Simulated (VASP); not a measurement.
ScSi4O: single point with PBE

The system is ScSi4O.

```xyz
6
Lattice="0.0000 3.6237 3.6237 3.6237 0.0000 3.6237 3.6237 3.6237 0.0000" Properties=species:S:1:pos:R:3 pbc="T T T"
Sc    1.8118    1.8118    1.8118
Si    2.7189    4.5285    2.7189
Si    2.7189    2.7189    4.5285
Si    4.5285    4.5285    4.5285
Si    4.5285    2.7189    2.7189
O     0.0000    0.0000    0.0000
```

The cell was built from a structure type or drawn by symmetry, and may not be a known phase.

* Program: VASP 6.6.1
* Task: single point
* Functional: PBE
* Potentials or basis: VASP PAW PBE potentials, release 64 (Sc_sv, Si, O)
* Cutoff: 520 eV
* k mesh: 4 × 4 × 4
* Occupations: gaussian, width 0.1 eV
* Spin: collinear spin, ferromagnetic start
* Starting moments: [0.0, 0.0, 0.0, 0.0, 0.0, 1.0] μB
* Dipole correction: no
* Further INCAR settings: ALGO = Normal; EDIFF = 1e-06; NBANDS = 30

```json
{
 "Pressure": "-9.1 GPa",
 "Largest force": "0.557 eV/Å",
 "Net moment": "0.00 μB per cell",
 "Valence electrons inside the program's atomic spheres": "Sc 9.28; Si 1.57; O 4.75"
}
```

Forces on the atoms (eV/Å):
```
Sc   0.000  0.000  0.000
Si  -0.322  0.322 -0.322
Si  -0.322 -0.322  0.322
Si   0.322  0.322  0.322
Si   0.322 -0.322 -0.322
O    0.000  0.000  0.000
```

Levels at points of the mesh, in eV from the Fermi level:
Spin up:
```tsv
k point	band 12	band 13	band 14	band 15	band 16	band 17	band 18	band 19	band 20	band 21
(0.00, 0.00, 0.00)	-4.24	-4.24	-2.40	-2.40	-1.47	-1.47	-1.47	1.31	2.78	2.78
(0.50, 0.00, 0.00)	-3.93	-1.72	-1.52	-1.52	0.62	0.62	0.76	1.15	1.53	1.53
(0.50, 0.50, 0.00)	-1.59	-1.59	-1.05	-0.86	-0.13	0.03	0.03	0.74	1.11	1.91
```
Spin down:
```csv
k point,band 12,band 13,band 14,band 15,band 16,band 17,band 18,band 19,band 20,band 21
"(0.00, 0.00, 0.00)",-4.24,-4.24,-2.40,-2.40,-1.47,-1.47,-1.47,1.31,2.78,2.78
"(0.50, 0.00, 0.00)",-3.93,-1.72,-1.52,-1.52,0.62,0.62,0.76,1.15,1.53,1.53
"(0.50, 0.50, 0.00)",-1.59,-1.59,-1.05,-0.86,-0.13,0.03,0.03,0.74,1.11,1.91
```

Wall time 2.5 min on 1 thread of Intel Xeon 8259CL, on a shared host, peak memory 0.3 GiB.

Caveat: the k points lie up to 0.38 Å⁻¹ apart.
